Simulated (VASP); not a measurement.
Wanted: the native input for a VASP 6.6.1 run.

```yaml
Task: single point
Functional: LDA
Potentials_or_basis: VASP PAW LDA potentials, release 64 (Cd, Se)
Cutoff: 520 eV
k_mesh: 6 × 6 × 6
Occupations: gaussian, width 0.01 eV
Spin: no spin polarisation
Dipole_correction: no
Further_INCAR_settings: ALGO = Normal; EDIFF = 1e-07; NBANDS = 16
```

The structure of CdSe lies in POSCAR:

```
CdSe
1.0
    3.0640735500      3.0640735500      0.0000000000
   -3.0640735500      3.0640735500      0.0000000000
    0.0000000000      3.0640735500      2.9138577475
Cd Se
1 1
Direct
    0.0000000000      0.0000000000      0.0000000000
    0.7500000000      0.2500000000      0.5000000000
```

This cell differs from its parent crystal: film at in-plane strain +0.02.

The input as run:

INCAR

```
PREC     = Accurate       # precision mode
ENCUT    = 520            # plane-wave cutoff, eV
EDIFF    = 1E-7           # SCF threshold, eV
ISMEAR   = 0              # smearing method
SIGMA    = 0.01           # smearing width, eV
LREAL    = F              # projectors in reciprocal space
LASPH    = T              # aspherical terms in the spheres
NELM     = 100            # most SCF steps
ALGO     = Normal         # electronic algorithm
ISIF     = 2              # what is computed and relaxed
LWAVE    = F              # write WAVECAR
LCHARG   = F              # write CHGCAR
GGA      = CA             # functional
NBANDS   = 16             # bands
```

KPOINTS

```
Automatic mesh
0
Gamma
  6 6 6
```

Potentials or basis: VASP PAW LDA potentials, release 64 (Cd, Se).

Command:

```bash
$ cat potpaw_LDA.64/Cd/POTCAR potpaw_LDA.64/Se/POTCAR > POTCAR
$ mpirun -np 1 vasp_std > vasp.out
```

It gave:

```yaml
Pressure: -0.1 GPa
Band_gap_on_the_k_mesh: 0.31 eV, direct
```

Caveat: the cell differs from its parent crystal (film at in-plane strain +0.02).

Wall time 43 s on 1 thread of AMD EPYC 7R13, on a shared host, peak memory 0.14 GiB.
